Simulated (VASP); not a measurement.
# TaN (P-62m) in VASP: single point with r2SCAN+D3(BJ)

Aim: the single point of TaN with r2SCAN+D3(BJ).

Program: VASP 6.6.1. These are calculated values, not measurements. Logs are shortened: lines on timing, memory, paths and dates and some standing lists are left out, and cuts for length are marked.

## (1) The cell of the first run

The structure is hexagonal, space group P-62m (No. 189). The conventional cell has a = 5.300 Å, b = 5.300 Å, c = 2.798 Å, α = 90.00°, β = 90.00°, γ = 120.00°. Within 2.8 Å of Ta (site symmetry -6) lie 6 N at 2.15 Å and 2 Ta at 2.80 Å. Ta (site symmetry -62m) has 3 N at 2.08 Å and 2 Ta at 2.80 Å within 2.8 Å. N (site symmetry m2m) has 5 Ta at 2.08 to 2.15 Å and 2 N at 2.80 Å within 2.8 Å.

## (2) Single point, r2SCAN+D3(BJ)

Contents of POSCAR:

```
TaN
1.0
    5.2999200000      0.0000000000      0.0000000000
   -2.6499600000      4.5898653600      0.0000000000
    0.0000000000      0.0000000000      2.7979623222
Ta N
3 3
Direct
    0.3333333333      0.6666666667      0.5000000000
    0.6666666667      0.3333333333      0.5000000000
    0.0000000000      0.0000000000      0.0000000000
    0.3928500000      0.0000000000      0.0000000000
    0.6071500000      0.6071500000      0.0000000000
    0.0000000000      0.3928500000      0.0000000000
```

Contents of INCAR.step1:

```
SYSTEM = TaN
PREC = Accurate ; ENCUT = 520
ISMEAR = -1 ; SIGMA = 0.1
LREAL = .FALSE. ; LASPH = .TRUE.
NELM = 80 ; NBANDS = 33
GGA = PE ; ALGO = Normal
EDIFF = 1E-4 ; LWAVE = .TRUE.
LCHARG = .FALSE.
```

Contents of INCAR.step2:

```
SYSTEM = TaN
PREC = Accurate ; ENCUT = 520
EDIFF = 1E-7 ; ISMEAR = -1
SIGMA = 0.1 ; LREAL = .FALSE.
LASPH = .TRUE. ; NELM = 80
ALGO = Normal ; ISIF = 2
LWAVE = .FALSE. ; LCHARG = .FALSE.
METAGGA = R2SCAN ; LMIXTAU = .TRUE.
IVDW = 12 ; VDW_S6 = 1.0
VDW_S8 = 0.78981345 ; VDW_A1 = 0.49484001
VDW_A2 = 5.73083694 ; NBANDS = 33
ISTART = 1
```

Contents of KPOINTS:

```
Automatic mesh
0
G
  8 8 12
  0 0 0
```

Potentials or basis: VASP PAW PBE potentials, release 64 (Ta_pv, N).

The run is started by

```sh
cat potpaw_PBE.64/Ta_pv/POTCAR potpaw_PBE.64/N/POTCAR > POTCAR
cp INCAR.step1 INCAR
mpirun -np 1 vasp_std > vasp.out
cp INCAR.step2 INCAR
mpirun -np 1 vasp_std > vasp.out
```

OUTCAR:

```text
SYSTEM = TaN
   PREC = Accurate
   ENCUT = 520
   EDIFF = 1E-7
   ISMEAR = -1
   LREAL = .FALSE.
   LASPH = .TRUE.
   NELM = 80
   ISIF = 2
   METAGGA = R2SCAN
   IVDW = 12
   ISTART = 1
 IVDW          = 12

 ion  position               nearest neighbor table
   1  0.333  0.667  0.500-   5 2.15   5 2.15   6 2.15   6 2.15   4 2.15   4 2.15   2 3.06   2 3.06
                             2 3.06   3 3.36   3 3.36   3 3.36   3 3.36   3 3.36   3 3.36
   2  0.667  0.333  0.500-   6 2.15   6 2.15   4 2.15   4 2.15   5 2.15   5 2.15   1 3.06   1 3.06
                             1 3.06   3 3.36   3 3.36   3 3.36   3 3.36   3 3.36   3 3.36
   3  0.000  0.000  0.000-   4 2.08   5 2.08   6 2.08   2 3.36   1 3.36   1 3.36   2 3.36   2 3.36
                             2 3.36   1 3.36   1 3.36   2 3.36   2 3.36   1 3.36   1 3.36
   4  0.393  0.000  0.000-   3 2.08   1 2.15   1 2.15   2 2.15   2 2.15
   5  0.607  0.607  0.000-   3 2.08   1 2.15   1 2.15   2 2.15   2 2.15
   6  0.000  0.393  0.000-   3 2.08   2 2.15   2 2.15   1 2.15   1 2.15

  LATTYP: Found a hexagonal cell.
 ALAT       =     5.2999200000
 C/A-ratio  =     0.5279253880

  Lattice vectors:

 A1 = (   5.2999200000,   0.0000000000,   0.0000000000)
 A2 = (  -2.6499600000,   4.5898653600,   0.0000000000)
 A3 = (   0.0000000000,   0.0000000000,   2.7979623222)

Analysis of symmetry for initial positions (statically):
=====================================================================
 Subroutine PRICEL returns:
 Original cell was already a primitive cell.

 Routine SETGRP: Setting up the symmetry group for a
 hexagonal supercell.

 Subroutine GETGRP returns: Found 12 space group operations
 (whereof 12 operations were pure point group operations)
 out of a pool of 24 trial point group operations.

The static configuration has the point symmetry D_3h.

Analysis of symmetry for dynamics (positions and initial velocities):
=====================================================================
 Subroutine PRICEL returns:
 Original cell was already a primitive cell.

 Routine SETGRP: Setting up the symmetry group for a
 hexagonal supercell.

 Subroutine GETGRP returns: Found 12 space group operations
 (whereof 12 operations were pure point group operations)
 out of a pool of 24 trial point group operations.

The dynamic configuration has the point symmetry D_3h.

 Subroutine INISYM returns: Found 12 space group operations
 (whereof 12 operations are pure point group operations),
 and found     1 'primitive' translations

----------------------------------------------------------------------------------------

                                     Primitive cell

  volume of cell :      68.0630

  direct lattice vectors                    reciprocal lattice vectors
     5.299920000  0.000000000  0.000000000     0.188682093  0.108935657  0.000000000
    -2.649960000  4.589865360  0.000000000     0.000000000  0.217871315  0.000000000
     0.000000000  0.000000000  2.797962322     0.000000000  0.000000000  0.357402954

  length of vectors
     5.299920000  5.299920002  2.797962322     0.217871315  0.217871315  0.357402954

  position of ions in fractional coordinates (direct lattice)
     0.333333333  0.666666667  0.500000000
     0.666666667  0.333333333  0.500000000
     0.000000000  0.000000000  0.000000000
     0.392850000  0.000000000  0.000000000
     0.607150000  0.607150000  0.000000000
     0.000000000  0.392850000  0.000000000

  ion indices of the primitive-cell ions
   primitive index   ion index
                 1           1
                 2           2
                 3           3
                 4           4
                 5           5
                 6           6

----------------------------------------------------------------------------------------

 KPOINTS: Automatic mesh

Automatic generation of k-mesh.
 Grid dimensions read from file:
 generate k-points for:    8    8   12

 Generating k-lattice:

  Cartesian coordinates                     Fractional coordinates (reciprocal lattice)
     0.023585262  0.013616957  0.000000000     0.125000000  0.000000000  0.000000000
     0.000000000  0.027233914  0.000000000     0.000000000  0.125000000  0.000000000
     0.000000000  0.000000000  0.029783580     0.000000000  0.000000000  0.083333333

  Length of vectors
     0.027233914  0.027233914  0.029783580

  Shift w.r.t. Gamma in fractional coordinates (k-lattice)
     0.000000000  0.000000000  0.000000000

 Subroutine IBZKPT returns following result:
 ===========================================

 Found     70 irreducible k-points:

 Following reciprocal coordinates:
            Coordinates               Weight
  0.000000  0.000000  0.000000      1.000000
  0.125000  0.000000  0.000000      6.000000
  0.250000  0.000000  0.000000      6.000000
  0.375000  0.000000  0.000000      6.000000
  0.500000  0.000000  0.000000      3.000000
  0.125000  0.125000  0.000000      6.000000
[... 16 lines left out ...]
  0.250000  0.000000  0.166667     12.000000
  0.375000  0.000000  0.166667     12.000000
 [... further k-points ...]
   k-points           NKPTS =     70   k-points in BZ     NKDIM =     70   number of bands    NBANDS=     33
   number of dos      NEDOS =    301   number of ions     NIONS =      6
   total plane-waves  NPLWV =  38400
   dimension x,y,z NGX =    40 NGY =   40 NGZ =   24
   dimension x,y,z NGXF=    80 NGYF=   80 NGZF=   48
   ions per type =               3   3
   NGX,Y,Z   is equivalent  to a cutoff of  12.55, 12.55, 14.26 a.u.
   NGXF,Y,Z  is equivalent  to a cutoff of  25.09, 25.09, 28.52 a.u.
 SYSTEM =  TaN
   PREC   = accura    normal or accurate (medium, high low for compatibility)
   ISTART =      1    job   : 0-new  1-cont  2-samecut
   ICHARG =      0    charge: 1-file 2-atom 10-const
   ISPIN  =      1    spin polarized calculation?
   LNONCOLLINEAR =      F non collinear calculations
   LSORBIT =      F    spin-orbit coupling
   LASPH  =      T    aspherical Exc in radial PAW
   ENCUT  =  520.0 eV  38.22 Ry    6.18 a.u.   9.85  9.85  5.20*2*pi/ulx,y,z
   NELM   =     80;   NELMIN=  2; NELMDL=  0     # of ELM steps
   EDIFF  = 0.1E-06   stopping-criterion for ELM
   LREAL  =      F    real-space projection
   EDIFFG = 0.1E-05   stopping-criterion for IOM
   NSW    =      0    number of steps for IOM
   IBRION =     -1    ionic relax: 0-MD 1-quasi-New 2-CG
   NFREE  =      0    steps in history (QN), initial steepest desc. (CG)
   ISIF   =      2    stress and relaxation
   ISYM   =      2    0-nonsym 1-usesym 2-fastsym
   POTIM  = 0.5000    time-step for ionic-motion
   TEBEG  =    0.0;   TEEND  =   0.0 temperature during run
   PSTRESS=    0.0 pullay stress
   NELECT =      48.0000    total number of electrons
   NUPDOWN=      -1.0000    fix difference up-down
   EMIN   =  10.00;   EMAX   =-10.00  energy-range for DOS
   EFERMI =   0.00;   METHOD = LEGACY
   ISMEAR =    -1;   SIGMA  =   0.10  broadening in eV -4-tet -1-fermi 0-gaus
   EFERMI_NEDOS =   21; number of points for ismear=-14 and -15
   IALGO  =     38    algorithm
   IMIX   =      4    mixing-type and parameters
     AMIX     =   0.40;   BMIX     =  1.00
     AMIX_MAG =   1.60;   BMIX_MAG =  1.00
  volume/ion in A,a.u.               =      11.34        76.55
  Fermi-wavevector in a.u.,A,eV,Ry     =   1.457197  2.753703 28.890916  2.123422
  Thomas-Fermi vector in A             =   2.574026
   LORBIT       =      0    0 simple, 1 ext, 2 COOP (PROOUT), +10 PAW based schemes
   METAGGA = R2SCAN    functional components
   LHFCALC =     F    Hartree Fock is set to
   AEXX    =    0.0000 exact exchange contribution
   IVDW    =    12    specifies the selected vdW correction
   LEPSILON=     F    determine dielectric tensor
   LRPA    =     F    only Hartree local field effects (RPA)
 non-spin polarized calculation
  energy-cutoff  :      520.00
  volume of cell :       68.06
 maximum number of plane-waves:      1860
 NGX is ok and might be reduce to    40
   NGX = 19   NGY = 19   NGZ = 11

 number of electron      48.0000002 magnetization

 Free energy of the ion-electron system (eV)
  ---------------------------------------------------
  ext. energy  EPLUGINS =         0.00000000
  ---------------------------------------------------
  free energy    TOTEN  =      -181.06037374 eV

  energy without entropy =     -181.03786841  energy(sigma->0) =     -181.04912108

 E-fermi :   8.3795     XC(G=0): -13.9725

 val. band max:        8.3730536683   @ k =   0.2500   0.0000   0.1667
 cond. band min:       8.3855691102   @ k =   0.2500   0.0000   0.4167
 fundamental gap:      0.0125154419
 Fermi energy:         8.3795377817

 k-point     1 :       0.0000    0.0000    0.0000
  band No.  band energies     occupation
      1     -29.2697      2.00000
      2     -29.2697      2.00000
      3     -28.9289      2.00000
      4     -28.9289      2.00000
      5     -28.5772      2.00000
      6     -28.4873      2.00000
[... 25 lines left out ...]
     32      11.9362      0.00000
     33      11.9362      0.00000

 k-point     2 :       0.1250    0.0000    0.0000
  band No.  band energies     occupation
      1     -29.2809      2.00000
      2     -29.2656      2.00000
      3     -28.9229      2.00000
      4     -28.9155      2.00000
      5     -28.5741      2.00000
      6     -28.4903      2.00000
[... 25 lines left out ...]
     32      11.8919      0.00000
     33      12.0463      0.00000
[... 754 lines left out ...]
     32      12.1542      0.00000
     33      12.6659      0.00000

 k-point    24 :       0.3750    0.0000    0.1667
  band No.  band energies     occupation
      1     -29.2677      2.00000
      2     -29.1539      2.00000
      3     -28.9348      2.00000
      4     -28.8637      2.00000
      5     -28.8225      2.00000
      6     -28.8042      2.00000
[... 25 lines left out ...]
     32      12.1474      0.00000
     33      12.8019      0.00000

 [... further k-points ...]

------------------------ aborting loop because EDIFF is reached ----------------------------------------

 Edisp (eV)   -1.25418

 E8    (eV) :    -0.4654

  FORCE on cell =-STRESS in cart. coord.  units (eV):
  Direction    XX          YY          ZZ          XY          YZ          ZX
  --------------------------------------------------------------------------------------
  -------------------------------------------------------------------------------------
  Total      -4.28297    -4.28297     9.22554     0.00000     0.00000     0.00000
  in kB    -100.81957  -100.81957   217.16565     0.00000     0.00000     0.00000
  external pressure =        5.18 kB  Pullay stress =        0.00 kB

 VOLUME and BASIS-vectors are now :
 -----------------------------------------------------------------------------
  energy-cutoff  :      520.00
  volume of cell :       68.06
      direct lattice vectors                 reciprocal lattice vectors
     5.299920000  0.000000000  0.000000000     0.188682093  0.108935657  0.000000000
    -2.649960000  4.589865360  0.000000000     0.000000000  0.217871315  0.000000000
     0.000000000  0.000000000  2.797962322     0.000000000  0.000000000  0.357402954

 POSITION                                       TOTAL-FORCE (eV/Angst)
 -----------------------------------------------------------------------------------
     -0.00000      3.05991      1.39898        -0.000000     -0.000000      0.000000
      2.64996      1.52996      1.39898        -0.000000     -0.000000      0.000000
      0.00000      0.00000      0.00000        -0.000000     -0.000000      0.000000
      2.08207      0.00000      0.00000        -0.287313     -0.000000     -0.000000
      1.60892      2.78674      0.00000         0.143657      0.248821      0.000000
     -1.04104      1.80313      0.00000         0.143657     -0.248821      0.000000
 -----------------------------------------------------------------------------------
    total drift:                                0.000006      0.000010      0.000000

  FREE ENERGIE OF THE ION-ELECTRON SYSTEM (eV)
  ---------------------------------------------------
  free  energy   TOTEN  =      -182.3145578525 eV

  energy  without entropy=     -182.2920525239  energy(sigma->0) =     -182.30330519
```

Wall time 6.6 min (1 thread of AMD EPYC 7R13, shared host); peak memory 0.29 GiB.

Results:

| Quantity | Value |
| --- | --- |
| Free energy | -182.3146 eV |
| Pressure | 0.5 GPa |
| Largest force | 0.287 eV/Å |
| Band gap on the k mesh | zero (band 24 reaches 10.07 eV, above the bottom of band 25 at 7.01 eV) |
| Dispersion energy per atom | -0.209 eV |

Forces on the atoms (eV/Å):
```
Ta   0.000  0.000  0.000
Ta   0.000  0.000  0.000
Ta   0.000  0.000  0.000
N   -0.287  0.000  0.000
N    0.144  0.249  0.000
N    0.144 -0.249  0.000
```

Levels at points of the mesh, in eV from the Fermi level:
```
           k point  band 21  band 22  band 23  band 24  band 25  band 26  band 27  band 28
(0.00, 0.00, 0.00)    -4.57    -3.20    -2.57    -1.16    -1.16     0.97     1.25     1.25
(0.50, 0.00, 0.00)    -4.41    -4.31    -3.25    -2.96     1.60     1.94     2.19     2.29
(0.00, 0.00, 0.50)    -4.62    -3.08    -3.08     1.69     1.69     2.10     2.10     2.75
(0.50, 0.00, 0.50)    -4.50    -3.43    -1.90    -1.30     0.50     1.44     3.07     3.26
```

Caveat: the PAW data sets were made with another functional, which shifts forces and pressure a little; spin-orbit coupling is left out, which moves the levels of the heavy elements; pairwise dispersion overbinds metals, which lowers pressure and volume.
